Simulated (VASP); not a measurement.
Write the native input for VASP 6.6.1 that does the following.

- Task: single point
- Functional: r2SCAN
- Potentials or basis: VASP PAW PBE potentials, release 64 (Pt)
- Cutoff: 550 eV
- k mesh: 4 × 4 × 2
- Occupations: fermi-dirac, width 0.1 eV
- Spin: no spin polarisation
- Dipole correction: no
- Further INCAR settings: ALGO = Normal; EDIFF = 1e-06; NBANDS = 17

Pt:

```
Pt
1.0
     2.76067    0.00000    0.00000
    -1.38033    2.39081    0.00000
     0.00000    0.00000    4.79213
Pt
2
Direct
  0.66667 0.33333 0.75000
  0.33333 0.66667 0.25000
```

The input as run:

POSCAR

```
Pt
1.0
    2.7606660000      0.0000000000      0.0000000000
   -1.3803330000      2.3908070000      0.0000000000
    0.0000000000      0.0000000000      4.7921340000
Pt
2
Direct
    0.6666666667      0.3333333333      0.7500000000
    0.3333333333      0.6666666667      0.2500000000
```

INCAR.step1

```
SYSTEM = Pt
PREC = Accurate
ENCUT = 550
ISMEAR = -1
SIGMA = 0.1
LREAL = .FALSE.
LASPH = .TRUE.
NELM = 120
NBANDS = 17
GGA = PE
ALGO = Normal
EDIFF = 1E-5
LWAVE = .TRUE.
LCHARG = .FALSE.
GGA_COMPAT = .FALSE.
```

INCAR.step2

```
SYSTEM = Pt
PREC = Accurate
ENCUT = 550
EDIFF = 1E-6
ISMEAR = -1
SIGMA = 0.1
LREAL = .FALSE.
LASPH = .TRUE.
NELM = 120
ALGO = Normal
ISIF = 2
LWAVE = .FALSE.
LCHARG = .FALSE.
METAGGA = R2SCAN
LMIXTAU = .TRUE.
NBANDS = 17
ISTART = 1
GGA_COMPAT = .FALSE.
```

KPOINTS

```
regular mesh
0
G
  4 4 2
  0 0 0
```

Potentials or basis: VASP PAW PBE potentials, release 64 (Pt).

Launch:

```sh
$ cat potpaw_PBE.64/Pt/POTCAR > POTCAR
$ cp INCAR.step1 INCAR
$ mpirun -np 1 vasp_std > vasp.out
$ cp INCAR.step2 INCAR
$ mpirun -np 1 vasp_std > vasp.out
```

Results of the run:

The pressure is -6.9 GPa. The band gap on the k mesh is zero (band 10 reaches 10.50 eV, above the bottom of band 11 at 9.25 eV).

Caveat: the k points lie up to 0.66 Å⁻¹ apart; the PAW data sets were made with another functional, which shifts forces and pressure a little; spin-orbit coupling is left out, which moves the levels of the heavy elements.

Wall time 46 s on 1 thread of AMD EPYC 7R13, on a shared host, peak memory 0.13 GiB.
